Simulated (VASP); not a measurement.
# Pt (Fm-3m) in VASP: relaxation of cell and atoms with PBE

Aim: the relaxation of cell and atoms of Pt with PBE.

Program: VASP 6.6.1. These are calculated values, not measurements. Logs are shortened: lines on timing, memory, paths and dates and some standing lists are left out, and cuts for length are marked.

## (1) The cell of the first run

The structure is cubic, space group Fm-3m (No. 225). Conventional cell: a = 3.920 Å, b = 3.920 Å, c = 3.920 Å, α = 90.00°, β = 90.00°, γ = 90.00°. Pt (site symmetry m-3m) has 12 Pt at 2.77 Å within 3.7 Å.

## (2) Relaxation of cell and atoms, PBE

INCAR reads:

```
SYSTEM = Pt
PREC     = Accurate       ! precision mode
ENCUT    = 500            ! plane-wave cutoff, eV
EDIFF    = 1E-7           ! SCF threshold, eV
ISMEAR   = 1              ! smearing method
SIGMA    = 0.05           ! smearing width, eV
LREAL    = .FALSE.        ! projectors in reciprocal space
LASPH    = .TRUE.         ! aspherical terms in the spheres
NELM     = 120            ! most SCF steps
ALGO     = Normal         ! electronic algorithm
ISIF     = 3              ! what is computed and relaxed
LWAVE    = .FALSE.        ! write WAVECAR
LCHARG   = .FALSE.        ! write CHGCAR
GGA      = PE             ! functional
IBRION   = 2              ! ionic algorithm
NSW      = 80             ! ionic steps
EDIFFG   = -0.01          ! ionic threshold
GGA_COMPAT= .FALSE.      
NELMIN   = 4
```

KPOINTS reads:

```
regular mesh
0
G
  18 18 18
  0 0 0
```

POSCAR reads:

```
Pt
1.0
    0.0000000000      1.9600000000      1.9600000000
    1.9600000000      0.0000000000      1.9600000000
    1.9600000000      1.9600000000      0.0000000000
Pt
1
Direct
    0.0000000000      0.0000000000      0.0000000000
```

Potentials or basis: VASP PAW PBE potentials, release 64 (Pt).

Launch:

```
$ cat potpaw_PBE.64/Pt/POTCAR > POTCAR
$ mpirun -np 1 vasp_std > vasp.out
```

OUTCAR:

```text
SYSTEM = Pt
   PREC = Accurate
   ENCUT = 500
   EDIFF = 1E-7
   ISMEAR = 1
   LREAL = .FALSE.
   LASPH = .TRUE.
   NELM = 120
   ISIF = 3
   GGA = PE
   IBRION = 2
   NSW = 80
   EDIFFG = -0.01
   NELMIN = 4

 ion  position               nearest neighbor table
   1  0.000  0.000  0.000-

  LATTYP: Found a face centered cubic cell.
 ALAT       =     3.9200000000

  Lattice vectors:

 A1 = (   0.0000000000,   1.9600000000,   1.9600000000)
 A2 = (   1.9600000000,   0.0000000000,   1.9600000000)
 A3 = (   1.9600000000,   1.9600000000,   0.0000000000)

Analysis of symmetry for initial positions (statically):
=====================================================================
 Subroutine PRICEL returns:
 Original cell was already a primitive cell.

 Routine SETGRP: Setting up the symmetry group for a
 face centered cubic supercell.

 Subroutine GETGRP returns: Found 48 space group operations
 (whereof 48 operations were pure point group operations)
 out of a pool of 48 trial point group operations.

The static configuration has the point symmetry O_h .

Analysis of symmetry for dynamics (positions and initial velocities):
=====================================================================
 Subroutine PRICEL returns:
 Original cell was already a primitive cell.

 Routine SETGRP: Setting up the symmetry group for a
 face centered cubic supercell.

 Subroutine GETGRP returns: Found 48 space group operations
 (whereof 48 operations were pure point group operations)
 out of a pool of 48 trial point group operations.

The dynamic configuration has the point symmetry O_h .

 Subroutine INISYM returns: Found 48 space group operations
 (whereof 48 operations are pure point group operations),
 and found     1 'primitive' translations

----------------------------------------------------------------------------------------

                                     Primitive cell

  volume of cell :      15.0591

  direct lattice vectors                    reciprocal lattice vectors
     0.000000000  1.960000000  1.960000000    -0.255102041  0.255102041  0.255102041
     1.960000000  0.000000000  1.960000000     0.255102041 -0.255102041  0.255102041
     1.960000000  1.960000000  0.000000000     0.255102041  0.255102041 -0.255102041

  length of vectors
     2.771858582  2.771858582  2.771858582     0.441849696  0.441849696  0.441849696

  position of ions in fractional coordinates (direct lattice)
     0.000000000  0.000000000  0.000000000

  ion indices of the primitive-cell ions
   primitive index   ion index
                 1           1

----------------------------------------------------------------------------------------

 KPOINTS: regular mesh

Automatic generation of k-mesh.
 Grid dimensions read from file:
 generate k-points for:   18   18   18

 Generating k-lattice:

  Cartesian coordinates                     Fractional coordinates (reciprocal lattice)
    -0.014172336  0.014172336  0.014172336     0.055555556  0.000000000  0.000000000
     0.014172336 -0.014172336  0.014172336     0.000000000  0.055555556  0.000000000
     0.014172336  0.014172336 -0.014172336     0.000000000  0.000000000  0.055555556

  Length of vectors
     0.024547205  0.024547205  0.024547205

  Shift w.r.t. Gamma in fractional coordinates (k-lattice)
     0.000000000  0.000000000  0.000000000

 Subroutine IBZKPT returns following result:
 ===========================================

 Found    195 irreducible k-points:

 Following reciprocal coordinates:
            Coordinates               Weight
  0.000000  0.000000  0.000000      1.000000
  0.055556  0.000000  0.000000      8.000000
  0.111111  0.000000  0.000000      8.000000
  0.166667  0.000000  0.000000      8.000000
  0.222222  0.000000  0.000000      8.000000
  0.277778  0.000000  0.000000      8.000000
[... 16 lines left out ...]
 -0.277778  0.055556  0.000000     24.000000
 -0.222222  0.055556  0.000000     24.000000
 [... further k-points ...]
   k-points           NKPTS =    195   k-points in BZ     NKDIM =    195   number of bands    NBANDS=      9
   number of dos      NEDOS =    301   number of ions     NIONS =      1
   total plane-waves  NPLWV =   8000
   dimension x,y,z NGX =    20 NGY =   20 NGZ =   20
   dimension x,y,z NGXF=    40 NGYF=   40 NGZF=   40
   ions per type =               1
   NGX,Y,Z   is equivalent  to a cutoff of  12.00, 12.00, 12.00 a.u.
   NGXF,Y,Z  is equivalent  to a cutoff of  23.99, 23.99, 23.99 a.u.
 SYSTEM =  Pt
   PREC   = accura    normal or accurate (medium, high low for compatibility)
   ISTART =      0    job   : 0-new  1-cont  2-samecut
   ICHARG =      2    charge: 1-file 2-atom 10-const
   ISPIN  =      1    spin polarized calculation?
   LNONCOLLINEAR =      F non collinear calculations
   LSORBIT =      F    spin-orbit coupling
   LASPH  =      T    aspherical Exc in radial PAW
   ENCUT  =  500.0 eV  36.75 Ry    6.06 a.u.   5.05  5.05  5.05*2*pi/ulx,y,z
   NELM   =    120;   NELMIN=  4; NELMDL= -5     # of ELM steps
   EDIFF  = 0.1E-06   stopping-criterion for ELM
   LREAL  =      F    real-space projection
   EDIFFG = -.1E-01   stopping-criterion for IOM
   NSW    =     80    number of steps for IOM
   IBRION =      2    ionic relax: 0-MD 1-quasi-New 2-CG
   NFREE  =      1    steps in history (QN), initial steepest desc. (CG)
   ISIF   =      3    stress and relaxation
   ISYM   =      2    0-nonsym 1-usesym 2-fastsym
   POTIM  = 0.5000    time-step for ionic-motion
   TEBEG  =    0.0;   TEEND  =   0.0 temperature during run
   PSTRESS=    0.0 pullay stress
   NELECT =      10.0000    total number of electrons
   NUPDOWN=      -1.0000    fix difference up-down
   EMIN   =  10.00;   EMAX   =-10.00  energy-range for DOS
   EFERMI =   0.00;   METHOD = LEGACY
   ISMEAR =     1;   SIGMA  =   0.05  broadening in eV -4-tet -1-fermi 0-gaus
   EFERMI_NEDOS =   21; number of points for ismear=-14 and -15
   IALGO  =     38    algorithm
   IMIX   =      4    mixing-type and parameters
     AMIX     =   0.40;   BMIX     =  1.00
     AMIX_MAG =   1.60;   BMIX_MAG =  1.00
  volume/ion in A,a.u.               =      15.06       101.62
  Fermi-wavevector in a.u.,A,eV,Ry     =   1.428265  2.699029 27.755077  2.039941
  Thomas-Fermi vector in A             =   2.548345
   LORBIT       =      0    0 simple, 1 ext, 2 COOP (PROOUT), +10 PAW based schemes
   GGA     = PE    functional components
   LHFCALC =     F    Hartree Fock is set to
   AEXX    =    0.0000 exact exchange contribution
   IVDW    =     0    specifies the selected vdW correction
   LEPSILON=     F    determine dielectric tensor
   LRPA    =     F    only Hartree local field effects (RPA)
 conjugate gradient relaxation of ions
 non-spin polarized calculation
 Methfessel and Paxton  Order N= 1 SIGMA  =   0.05
  energy-cutoff  :      500.00
  volume of cell :       15.06
 maximum number of plane-waves:       392
   NGX = 11   NGY = 11   NGZ = 11

--------------------------------------- Ionic step        1  -------------------------------------------

 number of electron      10.0000001 magnetization

 Free energy of the ion-electron system (eV)
  ---------------------------------------------------
  ext. energy  EPLUGINS =         0.00000000
  ---------------------------------------------------
  free energy    TOTEN  =        -6.07744219 eV

  energy without entropy =       -6.07734614  energy(sigma->0) =       -6.07741017

------------------------ aborting loop because EDIFF is reached ----------------------------------------

  FORCE on cell =-STRESS in cart. coord.  units (eV):
  Direction    XX          YY          ZZ          XY          YZ          ZX
  --------------------------------------------------------------------------------------
  -------------------------------------------------------------------------------------
  Total        0.9268637      0.9268637      0.9268637      0.0000000      0.0000000     -0.0000000
  in kB       98.6116568     98.6116568     98.6116568      0.0000000      0.0000000     -0.0000000
  external PRESSURE =      98.6116568 kB  Pullay stress =       0.0000000 kB
[... 20 lines left out ...]
  energy  without entropy=       -6.0773461433  energy(sigma->0) =       -6.07741017

--------------------------------------- Ionic step        2  -------------------------------------------

 number of electron      10.0000002 magnetization

 E-fermi :   8.9390     XC(G=0): -12.7210

 val. band max:        8.9364356516   @ k =   0.4444   0.1111   0.0000
 cond. band min:       8.9423356984   @ k =  -0.4444   0.2778   0.0556
 fundamental gap:      0.0059000468
 Fermi energy:         8.9389721336

 k-point     1 :       0.0000    0.0000    0.0000
  band No.  band energies     occupation
      1       0.1032      2.00000
      2       5.8761      2.00000
      3       5.8761      2.00000
      4       5.8761      2.00000
      5       7.6124      2.00000
      6       7.6124      2.00000
      7      23.8443      0.00000
      8      28.0872      0.00000
      9      28.0872      0.00000
[... 343 lines left out ...]
  energy  without entropy=       -6.0936229502  energy(sigma->0) =       -6.09366383

--------------------------------------- Ionic step        4  -------------------------------------------

 number of electron      10.0000002 magnetization

 Free energy of the ion-electron system (eV)
  ---------------------------------------------------
  ext. energy  EPLUGINS =         0.00000000
  ---------------------------------------------------
  free energy    TOTEN  =        -6.09370554 eV

  energy without entropy =       -6.09364363  energy(sigma->0) =       -6.09368491

 E-fermi :  10.6153     XC(G=0): -13.2839

 val. band max:       10.6126157531   @ k =  -0.3333   0.3889   0.1111
 cond. band min:      10.6238508994   @ k =   0.4444   0.1111   0.0000
 fundamental gap:      0.0112351464
 Fermi energy:        10.6152632514

 k-point     1 :       0.0000    0.0000    0.0000
  band No.  band energies     occupation
      1       0.7793      2.00000
      2       7.0306      2.00000
      3       7.0306      2.00000
      4       7.0306      2.00000
      5       9.0656      2.00000
      6       9.0656      2.00000
      7      25.3426      0.00000
      8      30.1140      0.00000
      9      30.1140      0.00000
[... 304 lines left out ...]
  FREE ENERGIE OF THE ION-ELECTRON SYSTEM (eV)
  ---------------------------------------------------
  free  energy   TOTEN  =        -6.0937055440 eV

  energy  without entropy=       -6.0936436329  energy(sigma->0) =       -6.09368491

 reached required accuracy - stopping structural energy minimisation
```

Run time: 57 s. Hardware: 1 thread of AMD EPYC 7R43 (Zen 3), shared host; peak memory 0.12 GiB.

Results:

| Quantity | Value |
| --- | --- |
| Free energy | -6.0937 eV |
| Relaxed volume | 15.61 Å³/atom |
| Relaxed cell | a = 2.805 Å, b = 2.805 Å, c = 2.805 Å, α = 60.00°, β = 60.00°, γ = 60.00° |
| Space group after relaxing (to 0.1 Å) | Fm-3m (No. 225) |
| Energy gained by relaxing | 16.3 meV/atom |
| Ionic steps | 4 |
| Pressure after relaxing | 0.0 GPa |
| Band gap on the k mesh | zero (bands 5 and 6 overlap by 2.10 eV) |

Step by step:
```
step  energy change (eV)  largest force (eV/Å)  pressure (GPa)  volume (Å³)
   1              0.0000                0.0000            9.86        15.06
   2              0.0821                0.0000          -18.14        17.17
   3             -0.0162                0.0000           -0.32        15.63
   4             -0.0163                0.0000           -0.02        15.61
```

Final structure:
```
Pt
1.0
     0.00000    1.98368    1.98368
     1.98368    0.00000    1.98368
     1.98368    1.98368    0.00000
Pt
1
Direct
  0.00000 0.00000 0.00000
```

Caveat: spin-orbit coupling is left out, which moves the levels of the heavy elements.
